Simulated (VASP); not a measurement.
Input of a VASP 6.6.1 run:

INCAR

```
PREC = Accurate
ENCUT = 520
EDIFF = 1E-6
ISMEAR = 0
SIGMA = 0.1
LREAL = False
LASPH = True
NELM = 150
ALGO = Normal
ISIF = 2
LWAVE = False
LCHARG = True
ISPIN = 2
MAGMOM = 0 1 1 1 1 1
LORBIT = 11
GGA = PE
LELF = True
LVHAR = True
NBANDS = 24
```

Contents of KPOINTS:

```
regular mesh
0
Gamma
  4 4 4
```

The input POSCAR:

```
BC5
1.0
    2.3207347600     -3.4005117000      0.0000000000
    2.3207347600      3.4005117000      0.0000000000
    0.0000000000      0.0000000000      5.5306750900
B C
1 5
Direct
    0.0000000000      0.0000000000      0.5000000000
    0.5000000000      0.5000000000      0.0000000000
    0.1640461900      0.1640461900      0.0000000000
    0.8359538100      0.8359538100      0.0000000000
    0.7841477300      0.2158522700      0.5000000000
    0.2158522700      0.7841477300      0.5000000000
```

Potentials or basis: VASP PAW PBE potentials, release 64 (B, C).

Command:

```sh
$ cat potpaw_PBE.64/B/POTCAR potpaw_PBE.64/C/POTCAR > POTCAR
$ mpirun -np 1 vasp_std > vasp.out
```

(1) What does it give for the net moment?

(2) Estimate the pressure.

(3) What does it give for the site moments?

## Answers

(1) 0.41 μB per cell.

(2) -32.5 GPa.

(3) B -0.01; C +0.01, +0.05, +0.06 (each value once) μB.

Caveat: the k points lie up to 0.41 Å⁻¹ apart; a moment this small can come from the mesh or the smearing.
